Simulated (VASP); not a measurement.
# LiCl (Fm-3m) in VASP: further runs

The runs below take LiCl through single point, with RPBE, BLYP.

All numbers are computed with VASP 6.6.1; they aren't measurements. Logs are shortened: lines on timing, memory, paths and dates and some standing lists are left out, and cuts for length are marked.

**1. The cell of the first run**

The structure is cubic, space group Fm-3m (No. 225). The conventional cell has a = 5.130 Å, b = 5.130 Å, c = 5.130 Å, α = 90.00°, β = 90.00°, γ = 90.00°. Within 3.4 Å of Cl (site symmetry m-3m) lie 6 Li at 2.56 Å. Within 3.4 Å of Li (site symmetry m-3m) lie 6 Cl at 2.56 Å.

**2. Single point, RPBE**

Input file INCAR:

```
SYSTEM = LiCl
  PREC = Accurate
  ENCUT = 520
  EDIFF = 1E-6
  ISMEAR = -1
  SIGMA = 0.05
  LREAL = .False.
  LASPH = .True.
  NELM = 80
  ALGO = Normal
  ISIF = 2
  LWAVE = .False.
  LCHARG = .False.
  GGA = RP
  NBANDS = 12
```

Input file KPOINTS:

```
regular mesh
0
Gamma
  9 9 9
  0 0 0
```

Input file POSCAR:

```
LiCl
1.0
    0.0000000000      2.5647700000      2.5647700000
    2.5647700000      0.0000000000      2.5647700000
    2.5647700000      2.5647700000      0.0000000000
Cl Li
1 1
Direct
    0.5000000000      0.5000000000      0.5000000000
    0.0000000000      0.0000000000      0.0000000000
```

Potentials or basis: VASP PAW PBE potentials, release 64 (Cl, Li_sv).

The run is started by

```bash
cat potpaw_PBE.64/Cl/POTCAR potpaw_PBE.64/Li_sv/POTCAR > POTCAR
mpirun -np 1 vasp_std > vasp.out
```

OUTCAR:

```text
SYSTEM = LiCl
   PREC = Accurate
   ENCUT = 520
   EDIFF = 1E-6
   ISMEAR = -1
   LREAL = .False.
   LASPH = .True.
   NELM = 80
   ISIF = 2
   GGA = RP

 ion  position               nearest neighbor table
   1  0.500  0.500  0.500-   2 2.56   2 2.56   2 2.56   2 2.56   2 2.56   2 2.56
   2  0.000  0.000  0.000-   1 2.56   1 2.56   1 2.56   1 2.56   1 2.56   1 2.56

  LATTYP: Found a face centered cubic cell.
 ALAT       =     5.1295400000

  Lattice vectors:

 A1 = (   0.0000000000,   2.5647700000,   2.5647700000)
 A2 = (   2.5647700000,   0.0000000000,   2.5647700000)
 A3 = (   2.5647700000,   2.5647700000,   0.0000000000)

Analysis of symmetry for initial positions (statically):
=====================================================================
 Subroutine PRICEL returns:
 Original cell was already a primitive cell.

 Routine SETGRP: Setting up the symmetry group for a
 face centered cubic supercell.

 Subroutine GETGRP returns: Found 48 space group operations
 (whereof 48 operations were pure point group operations)
 out of a pool of 48 trial point group operations.

The static configuration has the point symmetry O_h .

Analysis of symmetry for dynamics (positions and initial velocities):
=====================================================================
 Subroutine PRICEL returns:
 Original cell was already a primitive cell.

 Routine SETGRP: Setting up the symmetry group for a
 face centered cubic supercell.

 Subroutine GETGRP returns: Found 48 space group operations
 (whereof 48 operations were pure point group operations)
 out of a pool of 48 trial point group operations.

The dynamic configuration has the point symmetry O_h .

 Subroutine INISYM returns: Found 48 space group operations
 (whereof 48 operations are pure point group operations),
 and found     1 'primitive' translations

----------------------------------------------------------------------------------------

                                     Primitive cell

  volume of cell :      33.7423

  direct lattice vectors                    reciprocal lattice vectors
     0.000000000  2.564770000  2.564770000    -0.194949255  0.194949255  0.194949255
     2.564770000  0.000000000  2.564770000     0.194949255 -0.194949255  0.194949255
     2.564770000  2.564770000  0.000000000     0.194949255  0.194949255 -0.194949255

  length of vectors
     3.627132518  3.627132518  3.627132518     0.337662014  0.337662014  0.337662014

  position of ions in fractional coordinates (direct lattice)
     0.500000000  0.500000000  0.500000000
     0.000000000  0.000000000  0.000000000

  ion indices of the primitive-cell ions
   primitive index   ion index
                 1           1
                 2           2

----------------------------------------------------------------------------------------

 KPOINTS: regular mesh

Automatic generation of k-mesh.
 Grid dimensions read from file:
 generate k-points for:    9    9    9

 Generating k-lattice:

  Cartesian coordinates                     Fractional coordinates (reciprocal lattice)
    -0.021661028  0.021661028  0.021661028     0.111111111  0.000000000  0.000000000
     0.021661028 -0.021661028  0.021661028     0.000000000  0.111111111  0.000000000
     0.021661028  0.021661028 -0.021661028     0.000000000  0.000000000  0.111111111

  Length of vectors
     0.037518002  0.037518002  0.037518002

  Shift w.r.t. Gamma in fractional coordinates (k-lattice)
     0.000000000  0.000000000  0.000000000

 Subroutine IBZKPT returns following result:
 ===========================================

 Found     35 irreducible k-points:

 Following reciprocal coordinates:
            Coordinates               Weight
  0.000000  0.000000  0.000000      1.000000
  0.111111  0.000000  0.000000      8.000000
  0.222222  0.000000  0.000000      8.000000
  0.333333  0.000000  0.000000      8.000000
  0.444444  0.000000  0.000000      8.000000
  0.111111  0.111111  0.000000      6.000000
[... 16 lines left out ...]
 -0.333333  0.333333  0.000000     12.000000
  0.444444  0.444444  0.000000      6.000000
 [... further k-points ...]
   k-points           NKPTS =     35   k-points in BZ     NKDIM =     35   number of bands    NBANDS=     12
   number of dos      NEDOS =    301   number of ions     NIONS =      2
   total plane-waves  NPLWV =  21952
   dimension x,y,z NGX =    28 NGY =   28 NGZ =   28
   dimension x,y,z NGXF=    56 NGYF=   56 NGZF=   56
   ions per type =               1   1
   NGX,Y,Z   is equivalent  to a cutoff of  12.83, 12.83, 12.83 a.u.
   NGXF,Y,Z  is equivalent  to a cutoff of  25.67, 25.67, 25.67 a.u.
 SYSTEM =  LiCl
   PREC   = accura    normal or accurate (medium, high low for compatibility)
   ISTART =      0    job   : 0-new  1-cont  2-samecut
   ICHARG =      2    charge: 1-file 2-atom 10-const
   ISPIN  =      1    spin polarized calculation?
   LNONCOLLINEAR =      F non collinear calculations
   LSORBIT =      F    spin-orbit coupling
   LASPH  =      T    aspherical Exc in radial PAW
   ENCUT  =  520.0 eV  38.22 Ry    6.18 a.u.   6.74  6.74  6.74*2*pi/ulx,y,z
   NELM   =     80;   NELMIN=  2; NELMDL= -5     # of ELM steps
   EDIFF  = 0.1E-05   stopping-criterion for ELM
   LREAL  =      F    real-space projection
   EDIFFG = 0.1E-04   stopping-criterion for IOM
   NSW    =      0    number of steps for IOM
   IBRION =     -1    ionic relax: 0-MD 1-quasi-New 2-CG
   NFREE  =      0    steps in history (QN), initial steepest desc. (CG)
   ISIF   =      2    stress and relaxation
   ISYM   =      2    0-nonsym 1-usesym 2-fastsym
   POTIM  = 0.5000    time-step for ionic-motion
   TEBEG  =    0.0;   TEEND  =   0.0 temperature during run
   PSTRESS=    0.0 pullay stress
   NELECT =      10.0000    total number of electrons
   NUPDOWN=      -1.0000    fix difference up-down
   EMIN   =  10.00;   EMAX   =-10.00  energy-range for DOS
   EFERMI =   0.00;   METHOD = LEGACY
   ISMEAR =    -1;   SIGMA  =   0.05  broadening in eV -4-tet -1-fermi 0-gaus
   EFERMI_NEDOS =   21; number of points for ismear=-14 and -15
   IALGO  =     38    algorithm
   IMIX   =      4    mixing-type and parameters
     AMIX     =   0.40;   BMIX     =  1.00
     AMIX_MAG =   1.60;   BMIX_MAG =  1.00
  volume/ion in A,a.u.               =      16.87       113.85
  Fermi-wavevector in a.u.,A,eV,Ry     =   1.091482  2.062601 16.209056  1.191332
  Thomas-Fermi vector in A             =   2.227728
   LORBIT       =      0    0 simple, 1 ext, 2 COOP (PROOUT), +10 PAW based schemes
   GGA     = RP    functional components
   LHFCALC =     F    Hartree Fock is set to
   AEXX    =    0.0000 exact exchange contribution
   IVDW    =     0    specifies the selected vdW correction
   LEPSILON=     F    determine dielectric tensor
   LRPA    =     F    only Hartree local field effects (RPA)
 non-spin polarized calculation
  energy-cutoff  :      520.00
  volume of cell :       33.74
 maximum number of plane-waves:       922
   NGX = 13   NGY = 13   NGZ = 13

 number of electron      10.0000005 magnetization

 Free energy of the ion-electron system (eV)
  ---------------------------------------------------
  ext. energy  EPLUGINS =         0.00000000
  ---------------------------------------------------
  free energy    TOTEN  =        -7.00854691 eV

  energy without entropy =       -7.00854691  energy(sigma->0) =       -7.00854691

 E-fermi :   1.8010     XC(G=0):  -8.4977

 val. band max:        0.6782498869   @ k =   0.0000   0.0000   0.0000
 cond. band min:       7.2789667450   @ k =   0.0000   0.0000   0.0000
 fundamental gap:      6.6007168581
 Fermi energy:         1.8010353199

 k-point     1 :       0.0000    0.0000    0.0000
  band No.  band energies     occupation
      1     -43.1072      2.00000
      2     -12.7072      2.00000
      3       0.6782      2.00000
      4       0.6782      2.00000
      5       0.6782      2.00000
      6       7.2790      0.00000
      7      12.7171      0.00000
      8      12.7171      0.00000
      9      12.7171      0.00000
     10      15.3326      0.00000
     11      15.3326      0.00000
     12      15.4946      0.00000

 k-point     2 :       0.1111    0.0000    0.0000
  band No.  band energies     occupation
      1     -43.1070      2.00000
      2     -12.6479      2.00000
      3       0.2656      2.00000
      4       0.6457      2.00000
      5       0.6457      2.00000
      6       7.6507      0.00000
      7      12.0783      0.00000
      8      12.7036      0.00000
      9      12.7036      0.00000
     10      13.9562      0.00000
     11      13.9563      0.00000
     12      15.8818      0.00000

 k-point     3 :       0.2222    0.0000    0.0000
  band No.  band energies     occupation
      1     -43.1062      2.00000
      2     -12.4911      2.00000
      3      -0.6279      2.00000
      4       0.5669      2.00000
      5       0.5669      2.00000
      6       8.1252      0.00000
      7      11.7217      0.00000
      8      11.7883      0.00000
      9      11.7884      0.00000
     10      14.4168      0.00000
     11      14.4168      0.00000
     12      16.3767      0.00000

 k-point     4 :       0.3333    0.0000    0.0000
  band No.  band energies     occupation
      1     -43.1054      2.00000
      2     -12.2997      2.00000
      3      -1.4936      2.00000
      4       0.4831      2.00000
      5       0.4831      2.00000
      6       7.9696      0.00000
      7      10.8804      0.00000
      8      10.8805      0.00000
      9      12.6013      0.00000
     10      15.8324      0.00000
     11      15.8324      0.00000
     12      16.9295      0.00000

 k-point     5 :       0.4444    0.0000    0.0000
  band No.  band energies     occupation
      1     -43.1048      2.00000
      2     -12.1660      2.00000
      3      -2.0085      2.00000
      4       0.4315      2.00000
      5       0.4315      2.00000
      6       7.7011      0.00000
      7      10.4018      0.00000
      8      10.4019      0.00000
      9      13.7014      0.00000
     10      17.4481      0.00000
     11      17.4482      0.00000
     12      17.6222      0.00000
[... 228 lines left out ...]
      1     -43.1043      2.00000
      2     -12.0134      2.00000
      3      -1.8023      2.00000
      4      -0.4244      2.00000
      5      -0.2371      2.00000
      6       9.0626      0.00000
      7       9.7114      0.00000
      8      12.0259      0.00000
      9      13.7147      0.00000
     10      14.7856      0.00000
     11      18.1025      0.00000
     12      19.5662      0.00000

 k-point    22 :      -0.4444    0.3333    0.0000
  band No.  band energies     occupation
      1     -43.1041      2.00000
      2     -11.9480      2.00000
      3      -1.8160      2.00000
      4      -0.8779      2.00000
      5      -0.1616      2.00000
      6       8.9677      0.00000
      7      10.5082      0.00000
      8      12.2182      0.00000
      9      12.7801      0.00000
     10      15.0456      0.00000
     11      18.1224      0.00000
     12      19.4303      0.00000

 k-point    23 :      -0.3333    0.3333    0.0000
  band No.  band energies     occupation
      1     -43.1041      2.00000
      2     -11.9754      2.00000
      3      -1.4543      2.00000
      4      -1.3066      2.00000
      5       0.0433      2.00000
      6       9.0107      0.00000
      7      11.4388      0.00000
      8      11.8141      0.00000
      9      11.8568      0.00000
     10      15.4135      0.00000
     11      16.8120      0.00000
     12      19.3036      0.00000

 k-point    24 :       0.4444    0.4444    0.0000
  band No.  band energies     occupation
      1     -43.1041      2.00000
      2     -11.9356      2.00000
      3      -2.0724      2.00000
      4      -0.3731      2.00000
      5      -0.3731      2.00000
      6       8.8016      0.00000
      7       9.2090      0.00000
      8      13.0736      0.00000
      9      14.8985      0.00000
     10      14.8986      0.00000
     11      17.5677      0.00000
     12      19.3986      0.00000

 [... further k-points ...]

------------------------ aborting loop because EDIFF is reached ----------------------------------------

  FORCE on cell =-STRESS in cart. coord.  units (eV):
  Direction    XX          YY          ZZ          XY          YZ          ZX
  --------------------------------------------------------------------------------------
  -------------------------------------------------------------------------------------
  Total        0.4585886      0.4585886      0.4585886      0.0000000      0.0000000      0.0000000
  in kB       21.7750207     21.7750207     21.7750207      0.0000000      0.0000000      0.0000000
  external PRESSURE =      21.7750207 kB  Pullay stress =       0.0000000 kB

 VOLUME and BASIS-vectors are now :
 -----------------------------------------------------------------------------
  energy-cutoff  :      520.00
  volume of cell :       33.74
      direct lattice vectors                 reciprocal lattice vectors
     0.000000000  2.564770000  2.564770000    -0.194949255  0.194949255  0.194949255
     2.564770000  0.000000000  2.564770000     0.194949255 -0.194949255  0.194949255
     2.564770000  2.564770000  0.000000000     0.194949255  0.194949255 -0.194949255

 POSITION                                       TOTAL-FORCE (eV/Angst)
 -----------------------------------------------------------------------------------
      2.56477      2.56477      2.56477         0.000000     -0.000000      0.000000
      0.00000      0.00000      0.00000        -0.000000      0.000000     -0.000000
 -----------------------------------------------------------------------------------
    total drift:                                0.000000      0.000000      0.000000

  FREE ENERGIE OF THE ION-ELECTRON SYSTEM (eV)
  ---------------------------------------------------
  free  energy   TOTEN  =        -7.0085469137 eV

  energy  without entropy=       -7.0085469137  energy(sigma->0) =       -7.00854691
```

Wall time 9.3 s (1 thread of Intel Xeon 6975P-C (Granite Rapids), shared host); peak memory 0.15 GiB.

What came out:

- Free energy: -7.0085 eV
- Band gap on the k mesh: 6.60 eV, direct

Levels at points of the mesh, in eV from the valence-band top:
| k point | band 3 | band 4 | band 5 | band 6 | band 7 | band 8 |
| --- | --- | --- | --- | --- | --- | --- |
| (0.00, 0.00, 0.00) | 0.00 | 0.00 | 0.00 | 6.60 | 12.04 | 12.04 |

Caveat: the cutoff is under 1.25 times the usual one of these potentials, so pressure, stress and relaxed cells hold a basis-set (Pulay) error; the PAW data sets were made with another functional, which shifts forces and pressure a little. A k mesh can miss the band edges.

**3. Single point, BLYP**

Input file INCAR:

```
  PREC = Accurate
  ENCUT = 520
  EDIFF = 1E-6
  ISMEAR = -1
  SIGMA = 0.05
  LREAL = F
  LASPH = T
  NELM = 60
  ALGO = Normal
  ISIF = 2
  LWAVE = F
  LCHARG = F
  GGA = B5
  ALDAX = 1.0
  AGGAX = 1.0
  AGGAC = 1.0
  ALDAC = 0.0
  NBANDS = 12
```

Input file KPOINTS:

```
Automatic mesh
0
Gamma
  9 9 9
```

POSCAR is that of step 2.

Potentials or basis: VASP PAW PBE potentials, release 64 (Cl, Li_sv).

The run is started by

```bash
cat potpaw_PBE.64/Cl/POTCAR potpaw_PBE.64/Li_sv/POTCAR > POTCAR
mpirun -np 1 vasp_std > vasp.out
```

Wall time 13 s (1 thread of Intel Xeon 6975P-C (Granite Rapids), shared host); peak memory 0.15 GiB.

Results (log left out):

- Free energy: -7.0212 eV
- Band gap on the k mesh: 6.50 eV, direct

Levels at points of the mesh, in eV from the valence-band top:
| k point | band 2 | band 3 | band 4 | band 5 | band 6 | band 7 | band 8 | band 9 |
| --- | --- | --- | --- | --- | --- | --- | --- | --- |
| (0.00, 0.00, 0.00) | -13.36 | 0.00 | 0.00 | 0.00 | 6.50 | 12.00 | 12.00 | 12.00 |

Caveat: the cutoff is under 1.25 times the usual one of these potentials, so pressure, stress and relaxed cells hold a basis-set (Pulay) error; the PAW data sets were made with another functional, which shifts forces and pressure a little.
